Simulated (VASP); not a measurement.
Here is a VASP 6.6.1 calculation.

Contents of INCAR:

```
ALGO     = Normal         # electronic algorithm
EDIFF    = 1E-6           # SCF threshold, eV
ENCUT    = 520            # plane-wave cutoff, eV
GGA      = CA             # functional
ISIF     = 2              # what is computed and relaxed
ISMEAR   = 1              # smearing method
LASPH    = True           # aspherical terms in the spheres
LCHARG   = False          # write CHGCAR
LREAL    = False          # projectors in reciprocal space
LWAVE    = False          # write WAVECAR
NBANDS   = 42             # bands
NELM     = 60             # most SCF steps
PREC     = Accurate       # precision mode
SIGMA    = 0.3            # smearing width, eV
```

KPOINTS

```
k-points
0
Gamma
  12 12 1
```

File POSCAR:

```
Cu
1.0
    2.5036580000      0.0000000000      0.0000000000
   -1.2518290000      2.1682320000      0.0000000000
    0.0000000000      0.0000000000     24.5755890000
Cu
6
Direct
    0.0000000000      0.0000000000      0.3737640000
    0.6666666667      0.3333333333      0.2896140000
    0.3333333333      0.6666666667      0.4579910000
    0.0000000000      0.0000000000      0.6262360000
    0.6666666667      0.3333333333      0.5420090000
    0.3333333333      0.6666666667      0.7103860000
```

Potentials or basis: VASP PAW LDA potentials, release 64 (Cu).

The run is started by

```bash
$ cat potpaw_LDA.64/Cu/POTCAR > POTCAR
$ mpirun -np 1 vasp_std > vasp.out
```

Estimate the largest force.

0.288 eV/Å.

Predict the band gap on the k mesh.

zero (band 33 reaches 5.12 eV, above the bottom of band 34 at -0.17 eV).

Forces in eV/Å, atoms in the order of the input:
```
Cu   0.000  0.000 -0.007
Cu   0.000  0.000  0.288
Cu   0.000  0.000 -0.025
Cu   0.000  0.000  0.007
Cu   0.000  0.000  0.025
Cu   0.000  0.000 -0.288
```
